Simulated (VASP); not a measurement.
Runs of VASP 6.6.1 on Mn. The structure is that of space group P6_3/mmc (No. 194), or close to it. The cells are those of the table. This isn't the form of Mn at room conditions, which is a 58-atom cubic cell.

```csv
cell,k mesh,gap on the mesh (eV),pressure (GPa),moment (μB)
"a = 2.464, b = 2.464, c = 3.990 Å, angles 90.0, 90.0, 120.0°, 2 atoms",16 × 16 × 9,none,12.8,0.00
"a = 2.497, b = 2.497, c = 4.045 Å, angles 90.0, 90.0, 120.0°, 2 atoms",16 × 16 × 9,none,3.1,0.00
"a = 2.429, b = 2.429, c = 3.934 Å, angles 90.0, 90.0, 120.0°, 2 atoms",16 × 16 × 9,none,(b),0.00
"a = 2.393, b = 2.393, c = 3.876 Å, angles 90.0, 90.0, 120.0°, 2 atoms",16 × 16 × 9,none,(a),0.00
"a = 2.437, b = 2.437, c = 3.961 Å, angles 90.0, 90.0, 120.0°, 2 atoms",24 × 24 × 13,none,21.8,0.00
```

Alike in all rows: task single point; level RPBE; potentials or basis VASP PAW PBE potentials, release 64 (Mn_pv); spin collinear, antiferromagnetic start; cutoff (eV) 520; smearing fermi-dirac 0.05 eV.

Task: Fill in the values left out.

Result: (a) 45.1; (b) 26.6.

Caveats: the cell stands under pressure; the PAW data sets were made with another functional, which shifts forces and pressure a little.

A gap of «none» marks levels without a gap at the run's occupations.
